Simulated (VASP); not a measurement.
A run of VASP 6.6.1 is set up as follows.

The input POSCAR:

```
Hf
1.0
   -1.8050000000      1.8050000000      1.8050000000
    1.8050000000     -1.8050000000      1.8050000000
    1.8050000000      1.8050000000     -1.8050000000
Hf
1
Direct
    0.0000000000      0.0000000000      0.0000000000
```

INCAR.step1

```
SYSTEM = Hf
PREC = Accurate
ENCUT = 520
EDIFF = 1E-5
ISMEAR = -1
SIGMA = 0.05
LREAL = .False.
LASPH = .True.
NELM = 60
ALGO = Normal
ISIF = 2
LWAVE = .True.
LCHARG = .False.
NBANDS = 11
GGA = PE
```

File INCAR.step2:

```
SYSTEM = Hf
PREC = Accurate
ENCUT = 520
EDIFF = 1E-7
ISMEAR = -1
SIGMA = 0.05
LREAL = .False.
LASPH = .True.
NELM = 60
ALGO = Normal
ISIF = 2
LWAVE = .False.
LCHARG = .False.
GGA = PE
LHFCALC = .True.
AEXX = 0.25
PRECFOCK = Normal
NBANDS = 11
ISTART = 1
```

Contents of KPOINTS:

```
regular mesh
0
Gamma
  6 6 6
  0 0 0
```

Potentials or basis: VASP PAW PBE potentials, release 64 (Hf_pv).

Run with:

```bash
$ cat potpaw_PBE.64/Hf_pv/POTCAR > POTCAR
$ cp INCAR.step1 INCAR
$ mpirun -np 1 vasp_std > vasp.out
$ cp INCAR.step2 INCAR
$ mpirun -np 1 vasp_std > vasp.out
```

(1) Estimate the band gap on the k mesh.

(2) Predict the pressure.

Results:

(1) zero (band 5 reaches 6.65 eV, above the bottom of band 6 at 2.94 eV).

(2) -4.1 GPa.

Caveat: the k points lie up to 0.41 Å⁻¹ apart; the PAW data sets were made with another functional, which shifts forces and pressure a little; spin-orbit coupling is left out, which moves the levels of the heavy elements.
